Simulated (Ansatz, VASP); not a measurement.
**One calculation of ZrC, two programs**

Contents of INCAR:

```
SYSTEM = ZrC
PREC = Accurate
ENCUT = 600
EDIFF = 1E-6
ISMEAR = 1
SIGMA = 0.01
LREAL = .FALSE.
LASPH = .TRUE.
NELM = 100
ALGO = Normal
ISIF = 3
LWAVE = .FALSE.
LCHARG = .FALSE.
GGA = PE
IVDW = 13
IBRION = 2
NSW = 80
EDIFFG = -0.1
```

Contents of KPOINTS:

```
Automatic mesh
0
G
  7 7 7
  0 0 0
```

POSCAR

```
ZrC
1.0
    3.3446150000      0.0000000000      0.0000000000
    1.6723075000      2.8965215559      0.0000000000
    1.6723075000      0.9655071853      2.7308667120
Zr C
1 1
Direct
    0.5000000000      0.5000000000      0.5000000000
    0.0000000000      0.0000000000      0.0000000000
```

Input for Ansatz:

```yaml
crystal:
  lattice:
    - [3.344615, 0.0, 0.0]
    - [1.6723075000000005, 2.8965215558784903, 0.0]
    - [1.6723075000000005, 0.9655071852928303, 2.730866712019586]
  atoms:
    - { symbol: Zr, position: [0.5000000000000001, 0.49999999999999994, 0.5] }
    - { symbol: C, position: [0.0, 0.0, 0.0] }
accuracy: medium
basis:
  ecutwfc: 630.0
kpoints:
  mp_grid:
    grid: [7, 7, 7]
    shift: [0.0, 0.0, 0.0]
hamiltonian:
  xc: pbe
  dispersion: d4
scf:
  max_iter: 80
  n_extra_bands: 6
  occupations:
    method: cold
    width: 0.01
relax:
  f_tol: 0.1
  max_displacement: 0.05
  cell: {}
```

Alike in both runs: task relaxation of cell and atoms; functional PBE; dispersion D4; k mesh 7 × 7 × 7; no spin polarisation.

|  | VASP | Ansatz |
| --- | --- | --- |
| version | VASP 6.6.1 | Ansatz 0.2.0 |
| potentials or method | VASP PAW PBE potentials, release 64 (Zr_sv, C), cutoff 600 eV | plane waves, PAW |
| occupations | methfessel-paxton of order 1, width 0.01 eV | cold, width 0.01 eV |
| valence electrons in the cell | 16 | 16 |

```tsv
	VASP	Ansatz	Ansatz less VASP
relaxed volume (Å³/atom)	12.87	12.85	-0.013
relaxed cell length with the largest relative difference (Å)	3.314	3.313	-0.0011
```
